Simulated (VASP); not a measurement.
A run of VASP 6.6.1 is set up as follows.

INCAR

```
ALGO     = Normal         # electronic algorithm
EDIFF    = 1E-6           # SCF threshold, eV
ENCUT    = 520            # plane-wave cutoff, eV
GGA      = PS             # functional
ISIF     = 2              # what is computed and relaxed
ISMEAR   = -1             # smearing method
LASPH    = T              # aspherical terms in the spheres
LCHARG   = F              # write CHGCAR
LREAL    = F              # projectors in reciprocal space
LWAVE    = F              # write WAVECAR
NBANDS   = 11             # bands
NELM     = 80             # most SCF steps
PREC     = Accurate       # precision mode
SIGMA    = 0.03           # smearing width, eV
```

File KPOINTS:

```
k-points
0
Gamma
  16 16 16
```

File POSCAR:

```
Hf
1.0
    0.0000000000      2.2200000000      2.1978000000
    2.2200000000      0.0000000000      2.1978000000
    2.2200000000      2.2200000000      0.0000000000
Hf
1
Direct
    0.0000000000      0.0000000000      0.0000000000
```

Potentials or basis: VASP PAW PBE potentials, release 64 (Hf_pv).

Run with:

```sh
$ cat potpaw_PBE.64/Hf_pv/POTCAR > POTCAR
$ mpirun -np 1 vasp_std > vasp.out
```

(1) Estimate the pressure.

(2) What does it give for the band gap on the k mesh?

## Answers

(1) -1.0 GPa.

(2) zero (bands 5 and 6 overlap by 1.78 eV).

Caveat: the cell differs from its parent crystal (zz strain of -1 %); the PAW data sets were made with another functional, which shifts forces and pressure a little; spin-orbit coupling is left out, which moves the levels of the heavy elements.
